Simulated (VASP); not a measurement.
# Rb (Cmcm) in VASP: notebook

The runs below take Rb through single point, with LDA.

Everything below comes from runs of VASP 6.6.1. Logs are shortened: lines on timing, memory, paths and dates and some standing lists are left out, and cuts for length are marked.

## 1. The cell of the first run

Symmetry: Cmcm, No. 63, orthorhombic system. Conventional cell: a = 4.707 Å, b = 8.813 Å, c = 8.442 Å, α = 90.00°, β = 90.00°, γ = 90.00°.

## 2. Single point, LDA (strain -0.0750 x Voigt [1, 0, 0, 0, 0, 0])

INCAR reads:

```
SYSTEM = Rb
  ALGO = Fast
  EDIFF = 1E-7
  ENCUT = 520
  ISIF = 2
  ISMEAR = 0
  LASPH = .True.
  LCHARG = .False.
  LREAL = .False.
  LWAVE = .False.
  NBANDS = 16
  NELM = 60
  PREC = Accurate
  SIGMA = 0.15
```

KPOINTS reads:

```
k-points
0
Gamma
  12 12 6
  0 0 0
```

POSCAR reads:

```
Rb
1.0
    4.7065914528      0.0000000000      0.0000000000
   -2.3532957264      4.4065165009      0.0000000000
    0.0000000000      0.0000000000      8.4420579800
Rb
2
Direct
    0.3333333333      0.6666666667      0.2500000000
    0.6666666667      0.3333333333      0.7500000000
```

Potentials or basis: VASP PAW LDA potentials, release 64 (Rb_sv).

Command:

```sh
$ cat potpaw_LDA.64/Rb_sv/POTCAR > POTCAR
$ mpirun -np 1 vasp_std > vasp.out
```

OUTCAR:

```text
SYSTEM = Rb
   EDIFF = 1E-7
   ENCUT = 520
   ISIF = 2
   ISMEAR = 0
   LASPH = .True.
   LREAL = .False.
   NELM = 60
   PREC = Accurate

 ion  position               nearest neighbor table
   1  0.333  0.667  0.250-   2 5.05   2 5.05   2 5.05   2 5.05   2 5.14   2 5.14
   2  0.667  0.333  0.750-   1 5.05   1 5.05   1 5.05   1 5.05   1 5.14   1 5.14

  LATTYP: Found a base centered orthorhombic cell.
 ALAT       =     4.7065914528
 B/A-ratio  =     1.8724873595
 C/A-ratio  =     1.7936670443

  Lattice vectors:

 A1 = (   2.3532957264,  -4.4065165009,   0.0000000000)
 A2 = (   2.3532957264,   4.4065165009,   0.0000000000)
 A3 = (   0.0000000000,   0.0000000000,   8.4420579800)

Analysis of symmetry for initial positions (statically):
=====================================================================
 Subroutine PRICEL returns:
 Original cell was already a primitive cell.

 Routine SETGRP: Setting up the symmetry group for a
 base centered orthorhombic supercell.

 Subroutine GETGRP returns: Found  8 space group operations
 (whereof  4 operations were pure point group operations)
 out of a pool of  8 trial point group operations.

The static configuration has the point symmetry C_2h.
 The point group associated with its full space group is D_2h.

Analysis of symmetry for dynamics (positions and initial velocities):
=====================================================================
 Subroutine PRICEL returns:
 Original cell was already a primitive cell.

 Routine SETGRP: Setting up the symmetry group for a
 base centered orthorhombic supercell.

 Subroutine GETGRP returns: Found  8 space group operations
 (whereof  4 operations were pure point group operations)
 out of a pool of  8 trial point group operations.

The dynamic configuration has the point symmetry C_2h.
 The point group associated with its full space group is D_2h.

 Subroutine INISYM returns: Found  8 space group operations
 (whereof  4 operations are pure point group operations),
 and found     1 'primitive' translations

----------------------------------------------------------------------------------------

                                     Primitive cell

  volume of cell :     175.0855

  direct lattice vectors                    reciprocal lattice vectors
     4.706591453  0.000000000  0.000000000     0.212467985  0.113468314  0.000000000
    -2.353295726  4.406516501  0.000000000     0.000000000  0.226936629  0.000000000
[... 80 lines left out ...]
   LNONCOLLINEAR =      F non collinear calculations
   LSORBIT =      F    spin-orbit coupling
   LASPH  =      T    aspherical Exc in radial PAW
   ENCUT  =  520.0 eV  38.22 Ry    6.18 a.u.   8.75  9.29 15.70*2*pi/ulx,y,z
   NELM   =     60;   NELMIN=  2; NELMDL= -5     # of ELM steps
   EDIFF  = 0.1E-06   stopping-criterion for ELM
   LREAL  =      F    real-space projection
   EDIFFG = 0.1E-05   stopping-criterion for IOM
   NSW    =      0    number of steps for IOM
   IBRION =     -1    ionic relax: 0-MD 1-quasi-New 2-CG
   NFREE  =      0    steps in history (QN), initial steepest desc. (CG)
   ISIF   =      2    stress and relaxation
   ISYM   =      2    0-nonsym 1-usesym 2-fastsym
   POTIM  = 0.5000    time-step for ionic-motion
   TEBEG  =    0.0;   TEEND  =   0.0 temperature during run
   PSTRESS=    0.0 pullay stress
   NELECT =      18.0000    total number of electrons
   NUPDOWN=      -1.0000    fix difference up-down
   EMIN   =  10.00;   EMAX   =-10.00  energy-range for DOS
   EFERMI =   0.00;   METHOD = LEGACY
   ISMEAR =     0;   SIGMA  =   0.15  broadening in eV -4-tet -1-fermi 0-gaus
   EFERMI_NEDOS =   21; number of points for ismear=-14 and -15
   IALGO  =     68    algorithm
   IMIX   =      4    mixing-type and parameters
     AMIX     =   0.40;   BMIX     =  1.00
     AMIX_MAG =   1.60;   BMIX_MAG =  1.00
  volume/ion in A,a.u.               =      87.54       590.77
  Fermi-wavevector in a.u.,A,eV,Ry     =   0.766918  1.449265  8.002446  0.588163
  Thomas-Fermi vector in A             =   1.867361
   LORBIT       =      0    0 simple, 1 ext, 2 COOP (PROOUT), +10 PAW based schemes
   GGA     = CA    functional components
   LHFCALC =     F    Hartree Fock is set to
   AEXX    =    0.0000 exact exchange contribution
   IVDW    =     0    specifies the selected vdW correction
   LEPSILON=     F    determine dielectric tensor
   LRPA    =     F    only Hartree local field effects (RPA)
 non-spin polarized calculation
 RMM-DIIS sequential band-by-band and
 Gauss-broadening in eV      SIGMA  =   0.15
  energy-cutoff  :      520.00
  volume of cell :      175.09
 maximum number of plane-waves:      4740
   NGX = 17   NGY = 19   NGZ = 31

 number of electron      18.0000000 magnetization

 Free energy of the ion-electron system (eV)
  ---------------------------------------------------
  ext. energy  EPLUGINS =         0.00000000
  ---------------------------------------------------
  free energy    TOTEN  =        -2.10236026 eV

  energy without entropy =       -2.08233135  energy(sigma->0) =       -2.09234580

 E-fermi :  -0.1296     XC(G=0):  -5.7742

 val. band max:       -0.1321309865   @ k =   0.5000   0.1667   0.1667
 cond. band min:      -0.1158767259   @ k =   0.0000   0.0833   0.0000
 fundamental gap:      0.0162542605
 Fermi energy:        -0.1295608407

 k-point     1 :       0.0000    0.0000    0.0000
  band No.  band energies     occupation
      1     -28.8975      2.00000
      2     -28.8939      2.00000
      3     -13.0961      2.00000
      4     -13.0076      2.00000
      5     -12.9999      2.00000
      6     -12.9965      2.00000
[... 433 lines left out ...]
      3     -13.1077      2.00000
      4     -13.0955      2.00000
      5     -13.0452      2.00000
      6     -13.0405      2.00000
[... 8 lines left out ...]
     15       2.7069      0.00000
     16       3.2942      0.00000

 [... further k-points ...]
[... 5 lines left out ...]
  --------------------------------------------------------------------------------------
  -------------------------------------------------------------------------------------
  Total       -0.1580266     -0.4003531     -0.5060226      0.0000000     -0.0000000      0.0000000
  in kB       -1.4460743     -3.6635616     -4.6305251      0.0000000     -0.0000000      0.0000000
  external PRESSURE =      -3.2467203 kB  Pullay stress =       0.0000000 kB

 VOLUME and BASIS-vectors are now :
 -----------------------------------------------------------------------------
  energy-cutoff  :      520.00
  volume of cell :      175.09
      direct lattice vectors                 reciprocal lattice vectors
     4.706591453  0.000000000  0.000000000     0.212467985  0.113468314  0.000000000
    -2.353295726  4.406516501  0.000000000     0.000000000  0.226936629  0.000000000
     0.000000000  0.000000000  8.442057980     0.000000000  0.000000000  0.118454529

 POSITION                                       TOTAL-FORCE (eV/Angst)
 -----------------------------------------------------------------------------------
     -0.00000      2.93768      2.11051         0.000000      0.009620      0.000000
      2.35330      1.46884      6.33154         0.000000     -0.009620      0.000000
 -----------------------------------------------------------------------------------
    total drift:                               -0.000000      0.000000     -0.000000

  FREE ENERGIE OF THE ION-ELECTRON SYSTEM (eV)
  ---------------------------------------------------
  free  energy   TOTEN  =        -2.1023602583 eV

  energy  without entropy=       -2.0823313485  energy(sigma->0) =       -2.09234580
```

Run time: 3 min. Hardware: 1 thread of Intel Xeon 6975P-C (Granite Rapids), shared host; peak memory 0.5 GiB.

What came out:

| Property | Result |
| --- | --- |
| Free energy | -2.1024 eV |
| Pressure | -0.3 GPa |
| Largest force | 0.010 eV/Å |
| Band gap on the k mesh | zero (bands 9 and 10 overlap by 2.49 eV) |

Forces on the atoms (eV/Å):
```
Rb   0.000  0.010  0.000
Rb   0.000 -0.010  0.000
```

Caveat: the cell differs from its parent crystal (strain -0.0750 x Voigt [1, 0, 0, 0, 0, 0]).

## 3. Single point, LDA (strain -0.0500 x Voigt [1, 0, 0, 0, 0, 0])

INCAR reads:

```
PREC = Accurate
ENCUT = 520
EDIFF = 1E-6
ISMEAR = 0
SIGMA = 0.15
LREAL = F
LASPH = T
NELM = 80
ALGO = Fast
ISIF = 2
LWAVE = F
LCHARG = T
LELF = T
LVHAR = T
NBANDS = 16
```

KPOINTS reads:

```
Automatic mesh
0
Gamma
  12 12 6
```

POSCAR reads:

```
Rb
1.0
    4.8337966272      0.0000000000      0.0000000000
   -2.4168983136      4.4065165009      0.0000000000
    0.0000000000      0.0000000000      8.4420579800
Rb
2
Direct
    0.3333333333      0.6666666667      0.2500000000
    0.6666666667      0.3333333333      0.7500000000
```

Potentials or basis: VASP PAW LDA potentials, release 64 (Rb_sv).

Command:

```sh
$ cat potpaw_LDA.64/Rb_sv/POTCAR > POTCAR
$ mpirun -np 1 vasp_std > vasp.out
```

Run time: 2.3 min. Hardware: 1 thread of Intel Xeon 6975P-C (Granite Rapids), shared host; peak memory 0.5 GiB.

Results (log left out):

* Free energy: -2.0963 eV
* Pressure: -0.4 GPa
* Largest force: 0.006 eV/Å
* Band gap on the k mesh: zero (bands 9 and 10 overlap by 2.47 eV)

Forces in eV/Å, atoms in the order of the input:
```
Rb   0.000  0.006  0.000
Rb   0.000 -0.006  0.000
```

Stress tensor (GPa, compression positive):
```
-0.27  0.00  0.00
 0.00 -0.40  0.00
 0.00  0.00 -0.48
```

Levels at points of the mesh, in eV from the Fermi level:
```csv
k point,band 6,band 7,band 8,band 9,band 10,band 11,band 12,band 13
"(0.00, 0.00, 0.00)",-12.88,-12.88,-12.87,-1.99,-0.02,0.63,3.30,3.31
"(0.50, 0.00, 0.00)",-12.91,-12.90,-12.89,0.13,0.45,1.32,1.56,2.06
"(0.00, 0.50, 0.00)",-12.90,-12.90,-12.88,-0.03,0.31,1.27,1.55,1.95
"(0.00, 0.00, 0.50)",-12.88,-12.88,-12.88,-1.35,-1.35,2.16,2.16,3.36
"(0.50, 0.00, 0.50)",-12.91,-12.90,-12.90,0.45,0.45,1.05,1.05,2.45
"(0.00, 0.50, 0.50)",-12.91,-12.89,-12.89,0.33,0.33,0.90,0.90,2.46
```

Caveat: the cell differs from its parent crystal (strain -0.0500 x Voigt [1, 0, 0, 0, 0, 0]).

## 4. Single point, LDA (strain +0.1000 x Voigt [1, 0, 0, 0, 0, 0])

INCAR reads:

```
  ALGO = Fast
  EDIFF = 1E-6
  ENCUT = 520
  GGA = CA
  ISIF = 2
  ISMEAR = 0
  LASPH = True
  LCHARG = False
  LREAL = False
  LWAVE = False
  NBANDS = 16
  NELM = 60
  PREC = Accurate
  SIGMA = 0.15
```

KPOINTS reads:

```
k-points
0
Gamma
  12 12 6
```

POSCAR reads:

```
Rb
1.0
    5.5970276736      0.0000000000      0.0000000000
   -2.7985138368      4.4065165009      0.0000000000
    0.0000000000      0.0000000000      8.4420579800
Rb
2
Direct
    0.3333333333      0.6666666667      0.2500000000
    0.6666666667      0.3333333333      0.7500000000
```

Command:

```sh
$ cat potpaw_LDA.64/Rb_sv/POTCAR > POTCAR
$ mpirun -np 1 vasp_std > vasp.out
```

It took 4 min on 1 thread of Intel Xeon 6975P-C (Granite Rapids), shared host; peak memory 0.57 GiB.

It converged, with:

```
Free energy            : -2.0066 eV
Pressure               : -0.6 GPa
Largest force          : 0.010 eV/Å
Band gap on the k mesh : zero (bands 9 and 10 overlap by 2.12 eV)
```

Forces in eV/Å, atoms in the order of the input:
```
Rb   0.000 -0.010  0.000
Rb   0.000  0.010  0.000
```

Stress tensor (GPa, compression positive):
```
-0.66  0.00  0.00
 0.00 -0.54  0.00
 0.00  0.00 -0.57
```

Levels at points of the mesh, in eV from the Fermi level:
| k point | band 5 | band 6 | band 7 | band 8 | band 9 | band 10 | band 11 | band 12 | band 13 | band 14 |
| --- | --- | --- | --- | --- | --- | --- | --- | --- | --- | --- |
| (0.00, 0.00, 0.00) | -12.99 | -12.99 | -12.98 | -12.98 | -1.80 | 0.20 | 0.74 | 2.95 | 3.34 | 3.46 |
| (0.50, 0.00, 0.00) | -13.02 | -13.00 | -13.00 | -12.99 | -0.11 | 0.23 | 1.38 | 1.56 | 1.92 | 2.27 |
| (0.00, 0.50, 0.00) | -13.01 | -13.01 | -13.00 | -13.00 | 0.16 | 0.46 | 1.47 | 1.54 | 2.13 | 2.49 |
| (0.00, 0.00, 0.50) | -12.99 | -12.99 | -12.99 | -12.99 | -1.17 | -1.17 | 2.34 | 2.34 | 3.00 | 3.00 |
| (0.50, 0.00, 0.50) | -13.00 | -13.00 | -12.99 | -12.99 | 0.32 | 0.32 | 0.79 | 0.79 | 2.52 | 2.52 |
| (0.00, 0.50, 0.50) | -13.01 | -13.01 | -13.00 | -13.00 | 0.55 | 0.55 | 1.02 | 1.02 | 2.42 | 2.42 |

Caveat: the cell differs from its parent crystal (strain +0.1000 x Voigt [1, 0, 0, 0, 0, 0]).

## 5. Overview

| cell | further INCAR settings | gap on the mesh (eV) | pressure (GPa) | largest force (eV/Å) |
| --- | --- | --- | --- | --- |
| a = 4.707, b = 4.996, c = 8.442 Å, angles 90.0, 90.0, 118.1°, 2 atoms | ALGO = Fast; EDIFF = 1e-07; NBANDS = 16 | none | -0.3 | 0.01 |
| a = 4.834, b = 5.026, c = 8.442 Å, angles 90.0, 90.0, 118.7°, 2 atoms | ALGO = Fast; EDIFF = 1e-06; NBANDS = 16 | none | -0.4 | 0.01 |
| a = 5.597, b = 5.220, c = 8.442 Å, angles 90.0, 90.0, 122.4°, 2 atoms | ALGO = Fast; EDIFF = 1e-06; NBANDS = 16 | none | -0.6 | 0.01 |

Alike in all rows: task single point; level LDA; potentials or basis VASP PAW LDA potentials, release 64 (Rb_sv); no spin polarisation; k mesh 12 × 12 × 6; cutoff (eV) 520; smearing gaussian 0.15 eV.

Total energies depend on the potentials used, so only differences within one code and one set of settings carry meaning.
